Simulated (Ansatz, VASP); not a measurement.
WS2: VASP beside Ansatz

The input INCAR:

```
PREC = Accurate
ENCUT = 520
EDIFF = 1E-7
ISMEAR = 0
SIGMA = 0.05
LREAL = F
LASPH = T
NELM = 60
ALGO = Normal
ISIF = 2
LWAVE = F
LCHARG = F
GGA = PS
NBANDS = 20
```

Contents of KPOINTS:

```
Automatic mesh
0
Gamma
  12 12 2
```

File POSCAR:

```
WS2
1.0
    2.9884874136      0.0000000000      0.0000000000
   -1.4942437068      2.5881060190      0.0000000000
    0.0000000000      0.0000000000     16.5295855575
W S
1 2
Direct
    0.3333333333      0.6666666667      0.0000000000
    0.6666666667      0.3333333333      0.9075761491
    0.6666666667      0.3333333333      0.0924238509
```

Input for Ansatz:

```yaml
crystal:
  lattice:
    - [2.9884874136, 0.0, 0.0]
    - [-1.4942437068, 2.588106019, 0.0]
    - [0.0, 0.0, 16.5295855575]
  atoms:
    - { symbol: W, position: [0.3333333333, 0.6666666667, 0.0] }
    - { symbol: S, position: [0.6666666667, 0.3333333333, 0.9075761491] }
    - { symbol: S, position: [0.6666666667, 0.3333333333, 0.0924238509] }
basis:
  ecutwfc: 420
kpoints:
  mp_grid: { grid: [12, 12, 2] }
hamiltonian:
  xc: pbesol
scf:
  occupations: { method: gaussian, width: 0.05 }
output:
  forces: true
  stress: true
  eigenvalues: true
```

Change from the starting cell: strain -0.050 along x and y, -0.025 along z, atoms carried along.

Alike in both runs: task single point; functional PBEsol; k mesh 12 × 12 × 2; occupations gaussian, width 0.05 eV; no spin polarisation.

|  | VASP | Ansatz |
| --- | --- | --- |
| version | VASP 6.6.1 | Ansatz 0.2.0 |
| potentials or method | VASP PAW PBE potentials, release 64 (W_sv, S), cutoff 520 eV | scalar-relativistic, plane waves, PAW |
| valence electrons in the cell | 26 | 26 |

Ansatz gave:

* gap on the k mesh at the Fermi level (eV): 2.11
* least direct gap on the mesh (eV): 2.50
* rms of the force components (eV/Å): 1.142

Task: What did VASP give for the same quantities?

Result: gap on the k mesh at the Fermi level (eV): 2.12; least direct gap on the mesh (eV): 2.50; rms of the force components (eV/Å): 1.155.

VASP's potentials were made for PBE, not for PBEsol. Atom by atom the forces differ by 0.013 eV/Å (rms over components). With one functional, cell and mesh, what is left measures potentials, basis and numerics.

Neither program's run includes spin-orbit coupling.
